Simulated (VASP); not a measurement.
AlFe3, 4 atoms in the cell. The structure is cubic, space group Fm-3m (No. 225). Conventional cell: a = 5.718 Å, b = 5.718 Å, c = 5.718 Å, α = 90.00°, β = 90.00°, γ = 90.00°. Within 3.3 Å of Al (site symmetry m-3m) lie 14 Fe at 2.48 to 2.86 Å. Fe (site symmetry m-3m) has 8 Fe at 2.48 Å and 6 Al at 2.86 Å within 3.3 Å. Fe (site symmetry -43m) has 4 Al at 2.48 Å and 10 Fe at 2.48 to 2.86 Å within 3.3 Å. 

* Program: VASP 6.6.1
* Task: single point
* Functional: PBEsol
* Potentials or basis: VASP PAW PBE potentials, release 64 (Al, Fe)
* Cutoff: 520 eV
* k mesh: 12 × 12 × 12
* Occupations: gaussian, width 0.1 eV
* Spin: collinear spin, ferromagnetic start
* Starting moments: [0.0, 2.57, 2.0, 2.0] μB
* Dipole correction: no
* Further INCAR settings: ALGO = Fast; EDIFF = 1e-07; NBANDS = 26

Potentials or basis: VASP PAW PBE potentials, release 64 (Al, Fe).

Run with:

```bash
$ cat potpaw_PBE.64/Al/POTCAR potpaw_PBE.64/Fe/POTCAR > POTCAR
$ mpirun -np 1 vasp_std > vasp.out
```

Hardware: 1 thread of AMD EPYC 9R14 (Zen 4) (shared host).

Estimate the wall time of this run.

Wall time 3.3 min on 1 thread of AMD EPYC 9R14 (Zen 4), on a shared host, peak memory 0.24 GiB. Counts: scf iterations 19, k points 72.
